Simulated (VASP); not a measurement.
# K (Cmcm) in VASP: single point with r2SCAN

Aim: the single point of K with r2SCAN.

Everything below comes from runs of VASP 6.6.1. Logs are shortened: lines on timing, memory, paths and dates and some standing lists are left out, and cuts for length are marked.

### 1 The cell of the first run

The structure is orthorhombic, space group Cmcm (No. 63). The conventional cell has a = 4.778 Å, b = 8.095 Å, c = 7.812 Å, α = 90.00°, β = 90.00°, γ = 90.00°.

### 2 Single point, r2SCAN (strain -0.0200 x Voigt [1, 0, 0, 0, 0, 0])

POSCAR

```
K
1.0
    2.3892031030     -4.0476104500      0.0000000000
    2.3892031030      4.0476104500      0.0000000000
    0.0000000000      0.0000000000      7.8117980100
K
2
Direct
    0.8206130200      0.1793869800      0.2500000000
    0.1793869800      0.8206130200      0.7500000000
```

INCAR.step1

```
ALGO = Normal ; EDIFF = 1E-4
ENCUT = 520 ; GGA = PE
ISMEAR = 0 ; LASPH = True
LCHARG = False ; LREAL = False
LWAVE = True ; NBANDS = 16
NELM = 100 ; PREC = Accurate
SIGMA = 0.15
```

INCAR.step2

```
ALGO = Normal ; EDIFF = 1E-7
ENCUT = 520 ; ISIF = 2
ISMEAR = 0 ; ISTART = 1
LASPH = True ; LCHARG = False
LMIXTAU = True ; LREAL = False
LWAVE = False ; METAGGA = R2SCAN
NBANDS = 16 ; NELM = 100
PREC = Accurate ; SIGMA = 0.15
```

KPOINTS

```
k-points
0
Gamma
  12 12 6
```

Potentials or basis: VASP PAW PBE potentials, release 64 (K_sv).

Command:

```bash
$ cat potpaw_PBE.64/K_sv/POTCAR > POTCAR
$ cp INCAR.step1 INCAR
$ mpirun -np 1 vasp_std > vasp.out
$ cp INCAR.step2 INCAR
$ mpirun -np 1 vasp_std > vasp.out
```

OUTCAR:

```text
EDIFF = 1E-7
   ENCUT = 520
   ISIF = 2
   ISMEAR = 0
   ISTART = 1
   LASPH = True
   LREAL = False
   METAGGA = R2SCAN
   NELM = 100
   PREC = Accurate

 ion  position               nearest neighbor table
   1  0.821  0.179  0.250-
   2  0.179  0.821  0.750-

  LATTYP: Found a base centered orthorhombic cell.
 ALAT       =     4.7784062060
 B/A-ratio  =     1.6941257296
 C/A-ratio  =     1.6348124611

  Lattice vectors:

 A1 = (   2.3892031030,  -4.0476104500,   0.0000000000)
 A2 = (   2.3892031030,   4.0476104500,   0.0000000000)
 A3 = (   0.0000000000,   0.0000000000,   7.8117980100)

Analysis of symmetry for initial positions (statically):
=====================================================================
 Subroutine PRICEL returns:
 Original cell was already a primitive cell.

 Routine SETGRP: Setting up the symmetry group for a
 base centered orthorhombic supercell.

 Subroutine GETGRP returns: Found  8 space group operations
 (whereof  4 operations were pure point group operations)
 out of a pool of  8 trial point group operations.

The static configuration has the point symmetry C_2h.
 The point group associated with its full space group is D_2h.

Analysis of symmetry for dynamics (positions and initial velocities):
=====================================================================
 Subroutine PRICEL returns:
 Original cell was already a primitive cell.

 Routine SETGRP: Setting up the symmetry group for a
 base centered orthorhombic supercell.

 Subroutine GETGRP returns: Found  8 space group operations
 (whereof  4 operations were pure point group operations)
 out of a pool of  8 trial point group operations.

The dynamic configuration has the point symmetry C_2h.
 The point group associated with its full space group is D_2h.

 Subroutine INISYM returns: Found  8 space group operations
 (whereof  4 operations are pure point group operations),
 and found     1 'primitive' translations

----------------------------------------------------------------------------------------

                                     Primitive cell

  volume of cell :     151.0890

  direct lattice vectors                    reciprocal lattice vectors
     2.389203103 -4.047610450  0.000000000     0.209274799 -0.123529674  0.000000000
     2.389203103  4.047610450  0.000000000     0.209274799  0.123529674  0.000000000
     0.000000000  0.000000000  7.811798010     0.000000000  0.000000000  0.128011502

  length of vectors
     4.700153383  4.700153383  7.811798010     0.243013419  0.243013419  0.128011502

  position of ions in fractional coordinates (direct lattice)
     0.820613020  0.179386980  0.250000000
     0.179386980  0.820613020  0.750000000

  ion indices of the primitive-cell ions
   primitive index   ion index
                 1           1
                 2           2

----------------------------------------------------------------------------------------

 KPOINTS: k-points

Automatic generation of k-mesh.
 Grid dimensions read from file:
 generate k-points for:   12   12    6

 Generating k-lattice:

  Cartesian coordinates                     Fractional coordinates (reciprocal lattice)
     0.017439567 -0.010294140  0.000000000     0.083333333  0.000000000  0.000000000
     0.017439567  0.010294140  0.000000000     0.000000000  0.083333333  0.000000000
     0.000000000  0.000000000  0.021335250     0.000000000  0.000000000  0.166666667

  Length of vectors
     0.020251118  0.020251118  0.021335250

  Shift w.r.t. Gamma in fractional coordinates (k-lattice)
     0.000000000  0.000000000  0.000000000

 Subroutine IBZKPT returns following result:
 ===========================================

 Found    172 irreducible k-points:

 Following reciprocal coordinates:
            Coordinates               Weight
  0.000000  0.000000  0.000000      1.000000
  0.083333 -0.000000  0.000000      4.000000
  0.166667  0.000000  0.000000      4.000000
  0.250000 -0.000000  0.000000      4.000000
  0.333333  0.000000  0.000000      4.000000
  0.416667 -0.000000  0.000000      4.000000
[... 16 lines left out ...]
  0.500000  0.166667  0.000000      4.000000
 -0.416667  0.166667  0.000000      4.000000
 [... further k-points ...]
   k-points           NKPTS =    172   k-points in BZ     NKDIM =    172   number of bands    NBANDS=     16
   number of dos      NEDOS =    301   number of ions     NIONS =      2
   total plane-waves  NPLWV =  77760
   dimension x,y,z NGX =    36 NGY =   36 NGZ =   60
   dimension x,y,z NGXF=    72 NGYF=   72 NGZF=  120
   ions per type =               2
   NGX,Y,Z   is equivalent  to a cutoff of  12.73, 12.73, 12.77 a.u.
   NGXF,Y,Z  is equivalent  to a cutoff of  25.47, 25.47, 25.54 a.u.
 SYSTEM =  unknown system
   PREC   = accura    normal or accurate (medium, high low for compatibility)
   ISTART =      1    job   : 0-new  1-cont  2-samecut
   ICHARG =      0    charge: 1-file 2-atom 10-const
   ISPIN  =      1    spin polarized calculation?
   LNONCOLLINEAR =      F non collinear calculations
   LSORBIT =      F    spin-orbit coupling
   LASPH  =      T    aspherical Exc in radial PAW
   ENCUT  =  520.0 eV  38.22 Ry    6.18 a.u.   8.74  8.74 14.52*2*pi/ulx,y,z
   NELM   =    100;   NELMIN=  2; NELMDL=  0     # of ELM steps
   EDIFF  = 0.1E-06   stopping-criterion for ELM
   LREAL  =      F    real-space projection
   EDIFFG = 0.1E-05   stopping-criterion for IOM
   NSW    =      0    number of steps for IOM
   IBRION =     -1    ionic relax: 0-MD 1-quasi-New 2-CG
   NFREE  =      0    steps in history (QN), initial steepest desc. (CG)
   ISIF   =      2    stress and relaxation
   ISYM   =      2    0-nonsym 1-usesym 2-fastsym
   POTIM  = 0.5000    time-step for ionic-motion
   TEBEG  =    0.0;   TEEND  =   0.0 temperature during run
   PSTRESS=    0.0 pullay stress
   NELECT =      18.0000    total number of electrons
   NUPDOWN=      -1.0000    fix difference up-down
   EMIN   =  10.00;   EMAX   =-10.00  energy-range for DOS
   EFERMI =   0.00;   METHOD = LEGACY
   ISMEAR =     0;   SIGMA  =   0.15  broadening in eV -4-tet -1-fermi 0-gaus
   EFERMI_NEDOS =   21; number of points for ismear=-14 and -15
   IALGO  =     38    algorithm
   IMIX   =      4    mixing-type and parameters
     AMIX     =   0.40;   BMIX     =  1.00
     AMIX_MAG =   1.60;   BMIX_MAG =  1.00
  volume/ion in A,a.u.               =      75.54       509.80
  Fermi-wavevector in a.u.,A,eV,Ry     =   0.805542  1.522253  8.828787  0.648898
  Thomas-Fermi vector in A             =   1.913806
   LORBIT       =      0    0 simple, 1 ext, 2 COOP (PROOUT), +10 PAW based schemes
   METAGGA = R2SCAN    functional components
   LHFCALC =     F    Hartree Fock is set to
   AEXX    =    0.0000 exact exchange contribution
   IVDW    =     0    specifies the selected vdW correction
   LEPSILON=     F    determine dielectric tensor
   LRPA    =     F    only Hartree local field effects (RPA)
 non-spin polarized calculation
 Gauss-broadening in eV      SIGMA  =   0.15
  energy-cutoff  :      520.00
  volume of cell :      151.09
 maximum number of plane-waves:      4100
   NGX = 17   NGY = 17   NGZ = 29

 number of electron      18.0000000 magnetization

 Free energy of the ion-electron system (eV)
  ---------------------------------------------------
  ext. energy  EPLUGINS =         0.00000000
  ---------------------------------------------------
  free energy    TOTEN  =       -12.03050972 eV

  energy without entropy =      -12.01482174  energy(sigma->0) =      -12.02266573

 E-fermi :  -0.1357     XC(G=0):  -5.8430

 val. band max:       -0.1615447461   @ k =   0.5000   0.0833   0.1667
 cond. band min:      -0.1292468701   @ k =   0.5000   0.1667   0.3333
 fundamental gap:      0.0322978761
 Fermi energy:        -0.1357373753

 k-point     1 :       0.0000    0.0000    0.0000
  band No.  band energies     occupation
      1     -33.7914      2.00000
      2     -33.7881      2.00000
      3     -16.5254      2.00000
      4     -16.4755      2.00000
      5     -16.4705      2.00000
      6     -16.4652      2.00000
[... 8 lines left out ...]
     15       4.7976      0.00000
     16       4.8320      0.00000

 k-point     2 :       0.0833   -0.0000    0.0000
  band No.  band energies     occupation
      1     -33.7912      2.00000
      2     -33.7880      2.00000
      3     -16.5240      2.00000
      4     -16.4781      2.00000
      5     -16.4721      2.00000
      6     -16.4685      2.00000
[... 8 lines left out ...]
     15       4.6748      0.00000
     16       4.9015      0.00000

 k-point     3 :       0.1667    0.0000    0.0000
  band No.  band energies     occupation
      1     -33.7906      2.00000
      2     -33.7877      2.00000
      3     -16.5199      2.00000
      4     -16.4863      2.00000
      5     -16.4778      2.00000
      6     -16.4752      2.00000
[... 8 lines left out ...]
     15       4.5628      0.00000
     16       4.8112      0.00000

 k-point     4 :       0.2500   -0.0000    0.0000
  band No.  band energies     occupation
      1     -33.7897      2.00000
      2     -33.7873      2.00000
      3     -16.5137      2.00000
      4     -16.4982      2.00000
      5     -16.4901      2.00000
      6     -16.4789      2.00000
[... 8 lines left out ...]
     15       4.7335      0.00000
     16       4.7499      0.00000
[... 324 lines left out ...]
 k-point    22 :       0.4167    0.1667    0.0000
  band No.  band energies     occupation
      1     -33.7875      2.00000
      2     -33.7869      2.00000
      3     -16.5186      2.00000
      4     -16.5102      2.00000
      5     -16.4933      2.00000
      6     -16.4930      2.00000
[... 8 lines left out ...]
     15       3.6742      0.00000
     16       4.2838      0.00000

 k-point    23 :       0.5000    0.1667    0.0000
  band No.  band energies     occupation
      1     -33.7878      2.00000
      2     -33.7867      2.00000
      3     -16.5167      2.00000
      4     -16.5097      2.00000
      5     -16.4978      2.00000
      6     -16.4911      2.00000
[... 8 lines left out ...]
     15       3.7431      0.00000
     16       4.5413      0.00000

 k-point    24 :      -0.4167    0.1667    0.0000
  band No.  band energies     occupation
      1     -33.7885      2.00000
      2     -33.7868      2.00000
      3     -16.5098      2.00000
      4     -16.5057      2.00000
      5     -16.5047      2.00000
      6     -16.4867      2.00000
[... 8 lines left out ...]
     15       3.8976      0.00000
     16       4.8195      0.00000

 [... further k-points ...]
[... 5 lines left out ...]
  --------------------------------------------------------------------------------------
  -------------------------------------------------------------------------------------
  Total        0.0689650      0.0440702      0.0025479      0.0000000     -0.0000000      0.0000000
  in kB        0.7313186      0.4673296      0.0270186      0.0000000     -0.0000000      0.0000000
  external PRESSURE =       0.4085556 kB  Pullay stress =       0.0000000 kB

 VOLUME and BASIS-vectors are now :
 -----------------------------------------------------------------------------
  energy-cutoff  :      520.00
  volume of cell :      151.09
      direct lattice vectors                 reciprocal lattice vectors
     2.389203103 -4.047610450  0.000000000     0.209274799 -0.123529674  0.000000000
     2.389203103  4.047610450  0.000000000     0.209274799  0.123529674  0.000000000
     0.000000000  0.000000000  7.811798010     0.000000000  0.000000000  0.128011502

 POSITION                                       TOTAL-FORCE (eV/Angst)
 -----------------------------------------------------------------------------------
      2.38920     -2.59543      1.95295         0.000000     -0.005730      0.000000
      2.38920      2.59543      5.85885         0.000000      0.005730     -0.000000
 -----------------------------------------------------------------------------------
    total drift:                               -0.000000     -0.000000      0.000000

  FREE ENERGIE OF THE ION-ELECTRON SYSTEM (eV)
  ---------------------------------------------------
  free  energy   TOTEN  =       -12.0305097155 eV

  energy  without entropy=      -12.0148217396  energy(sigma->0) =      -12.02266573
```

Run time: 27 min. Hardware: 1 thread of Intel Xeon Platinum 8375C at 2.90GHz (Ice Lake), shared host; peak memory 0.51 GiB.

What came out:

* Free energy: -12.0305 eV
* Pressure: 0.0 GPa
* Largest force: 0.006 eV/Å
* Band gap on the k mesh: zero (band 9 reaches 1.11 eV, above the bottom of band 10 at -1.66 eV)

Forces on the atoms (eV/Å):
```
K    0.000 -0.006  0.000
K    0.000  0.006  0.000
```

Levels at points of the mesh, in eV from the Fermi level:
| k point | band 5 | band 6 | band 7 | band 8 | band 9 | band 10 | band 11 | band 12 | band 13 | band 14 |
| --- | --- | --- | --- | --- | --- | --- | --- | --- | --- | --- |
| (0.00, 0.00, 0.00) | -16.33 | -16.33 | -16.33 | -16.33 | -2.26 | 0.43 | 0.45 | 4.38 | 4.51 | 4.65 |
| (0.50, 0.00, 0.00) | -16.36 | -16.35 | -16.34 | -16.34 | 0.19 | 0.21 | 1.77 | 2.20 | 2.35 | 2.91 |
| (0.50, 0.50, 0.00) | -16.37 | -16.35 | -16.34 | -16.34 | 0.27 | 0.28 | 1.71 | 2.12 | 2.61 | 3.01 |
| (0.00, 0.00, 0.50) | -16.33 | -16.33 | -16.33 | -16.33 | -1.52 | -1.52 | 2.94 | 2.94 | 4.52 | 4.52 |
| (0.50, 0.00, 0.50) | -16.35 | -16.35 | -16.34 | -16.34 | 0.71 | 0.71 | 0.86 | 0.86 | 3.36 | 3.36 |
| (0.50, 0.50, 0.50) | -16.35 | -16.35 | -16.35 | -16.35 | 0.74 | 0.74 | 0.95 | 0.95 | 3.41 | 3.41 |

Caveat: the cell differs from its parent crystal (strain -0.0200 x Voigt [1, 0, 0, 0, 0, 0]); the PAW data sets were made with another functional, which shifts forces and pressure a little.
